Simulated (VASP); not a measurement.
Write the native input for VASP 6.6.1 that does the following.

```yaml
Task: single point
Functional: r2SCAN
Potentials_or_basis: VASP PAW PBE potentials, release 64 (Pt)
Cutoff: 520 eV
k_mesh: 26 × 26 × 26
Occupations: gaussian, width 0.15 eV
Spin: no spin polarisation
Dipole_correction: no
Further_INCAR_settings: ALGO = Normal; EDIFF = 1e-06; NBANDS = 11
```

Crystal: Pt.

```
CELL_PARAMETERS angstrom
-1.56949 1.58518 1.56949
1.56949 -1.58518 1.56949
1.56949 1.58518 -1.56949
ATOMIC_POSITIONS crystal
Pt 0.00000 0.00000 0.00000
```

This cell differs from its parent crystal: strain +0.0100 x Voigt [0, 1, 0, 0, 0, 0].

The input as run:

POSCAR

```
Pt
1.0
   -1.5694863909      1.5851812548      1.5694863909
    1.5694863909     -1.5851812548      1.5694863909
    1.5694863909      1.5851812548     -1.5694863909
Pt
1
Direct
    0.0000000000      0.0000000000      0.0000000000
```

INCAR.step1

```
ALGO = Normal
EDIFF = 1E-4
ENCUT = 520
GGA = PE
ISMEAR = 0
LASPH = True
LCHARG = False
LREAL = False
LWAVE = True
NBANDS = 11
NELM = 60
PREC = Accurate
SIGMA = 0.15
```

INCAR.step2

```
ALGO = Normal
EDIFF = 1E-6
ENCUT = 520
ISIF = 2
ISMEAR = 0
ISTART = 1
LASPH = True
LCHARG = False
LMIXTAU = True
LREAL = False
LWAVE = False
METAGGA = R2SCAN
NBANDS = 11
NELM = 60
PREC = Accurate
SIGMA = 0.15
```

KPOINTS

```
k-points
0
Gamma
  26 26 26
```

Potentials or basis: VASP PAW PBE potentials, release 64 (Pt).

The run is started by

```sh
$ cat potpaw_PBE.64/Pt/POTCAR > POTCAR
$ cp INCAR.step1 INCAR
$ mpirun -np 1 vasp_std > vasp.out
$ cp INCAR.step2 INCAR
$ mpirun -np 1 vasp_std > vasp.out
```

It gave:

* Pressure: -1.8 GPa
* Band gap on the k mesh: zero (band 5 reaches 11.27 eV, above the bottom of band 6 at 8.91 eV)

Caveat: the cell differs from its parent crystal (strain +0.0100 x Voigt [0, 1, 0, 0, 0, 0]); the PAW data sets were made with another functional, which shifts forces and pressure a little; spin-orbit coupling is left out, which moves the levels of the heavy elements.

Wall time 5.7 min on 1 thread of Intel Xeon 6975P-C, with other jobs on the host, peak memory 0.33 GiB.
